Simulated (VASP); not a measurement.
Li: single point with PBEsol

Li:

```
Li
1.0
     1.55050    0.89518    7.43653
    -1.55050    0.89518    7.43653
     0.00000   -1.79036    7.43653
Li
3
Cartesian
  0.0000 0.0000 0.0000
  0.0000 0.0000 4.9527
  0.0000 0.0000 17.3569
```

This cell differs from its parent crystal: zz strain of -2 %.

- Program: VASP 6.6.1
- Task: single point
- Functional: PBEsol
- Potentials or basis: VASP PAW PBE potentials, release 64 (Li_sv)
- Cutoff: 520 eV
- k mesh: 12 × 12 × 12
- Occupations: fermi-dirac, width 0.05 eV
- Spin: no spin polarisation
- Dipole correction: no
- Further INCAR settings: ALGO = Normal; EDIFF = 1e-06; NBANDS = 12

```yaml
Largest_force: 0.010 eV/Å
Band_gap_on_the_k_mesh: zero (an odd number of electrons rules out a gap without spin polarisation)
```

Forces on the atoms (eV/Å):
```
Li   0.000  0.000  0.000
Li   0.000  0.000  0.010
Li   0.000  0.000 -0.010
```

Levels at points of the mesh, in eV from the Fermi level:
| k point | band 3 | band 4 | band 5 | band 6 | band 7 | band 8 |
| --- | --- | --- | --- | --- | --- | --- |
| (0.00, 0.00, 0.00) | -45.91 | -3.51 | -1.51 | -1.51 | 5.89 | 5.91 |
| (0.50, 0.00, 0.00) | -45.90 | -0.08 | 0.80 | 1.04 | 3.69 | 3.83 |
| (0.50, 0.50, 0.00) | -45.90 | 0.22 | 0.31 | 1.14 | 3.16 | 4.41 |
| (0.50, 0.50, 0.50) | -45.90 | -3.01 | -3.00 | 0.13 | 3.06 | 10.78 |

Run time: 7.6 min on 1 thread of Intel(R) Xeon(R) Platinum 8259CL CPU @ 2.50GHz (Skylake/Cascade Lake) (shared host), peak memory 0.5 GiB.

Caveat: the cell differs from its parent crystal (zz strain of -2 %); the PAW data sets were made with another functional, which shifts forces and pressure a little.
